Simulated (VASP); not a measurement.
Set up this calculation in VASP 6.6.1, as the native input.

* Task: single point
* Functional: PBEsol
* Potentials or basis: VASP PAW PBE potentials, release 64 (Be, H)
* Cutoff: 520 eV
* k mesh: 3 × 2 × 1
* Occupations: fermi-dirac, width 0.15 eV
* Spin: no spin polarisation
* Dipole correction: no
* Further INCAR settings: LREAL = Auto; ALGO = Normal; EDIFF = 1e-06; NBANDS = 34

The structure of Be18H lies in POSCAR:

```
Be18H
1.0
    4.5800000000      0.0000000000      0.0000000000
    3.4350000000      5.9495950000      0.0000000000
    0.0000000000      0.0000000000     14.5884300000
Be H
18 1
Direct
    0.0000000000      0.0000000000      0.0685474722
    0.5000000000      0.0000000000      0.0685474722
   -0.0000002101      0.3333336135      0.0685474722
    0.4999997899      0.3333336135      0.0685474722
   -0.0000004202      0.6666672269      0.0685474722
    0.4999995798      0.6666672269      0.0685474722
   -0.1209251101      0.2143339168      0.1891156211
    0.3427164241      0.2319821769      0.1988082336
   -0.2198583165      0.5800730974      0.1980816304
    0.3177971670      0.5616852912      0.1977251836
   -0.1072533507      0.8752024297      0.1949078825
    0.3613936001      0.8755217792      0.2026331826
    0.0002308783      0.0243209832      0.3325512067
    0.5131860447     -0.0074795007      0.3167989976
   -0.0028783511      0.3640415860      0.3217412703
    0.4856448836      0.3678737796      0.3200824215
   -0.0312270382      0.6631207670      0.3174022153
    0.4804671116      0.6776595718      0.3288976264
    0.8229431047      0.8934557730      0.3872109610
```

One way to write it, as run:

INCAR

```
ALGO = Normal
EDIFF = 1E-6
ENCUT = 520
GGA = PS
ISIF = 2
ISMEAR = -1
LASPH = T
LCHARG = F
LREAL = Auto
LWAVE = F
NBANDS = 34
NELM = 100
PREC = Accurate
SIGMA = 0.15
```

KPOINTS

```
k-points
0
Gamma
  3 2 1
```

Potentials or basis: VASP PAW PBE potentials, release 64 (Be, H).

Command:

```sh
$ cat potpaw_PBE.64/Be/POTCAR potpaw_PBE.64/H/POTCAR > POTCAR
$ mpirun -np 1 vasp_std > vasp.out
```

It gave:

The largest force is 1.723 eV/Å. The band gap on the k mesh is zero (an odd number of electrons rules out a gap without spin polarisation).

Caveat: the k points lie up to 0.53 Å⁻¹ apart, too coarse for converged energies and pressures of a metal; there is no dipole correction, which matters where the two faces differ; the PAW data sets were made with another functional, which shifts forces and pressure a little.

Run time: 3.8 min on 1 thread of Intel Xeon 8259CL (shared host), peak memory 0.46 GiB.
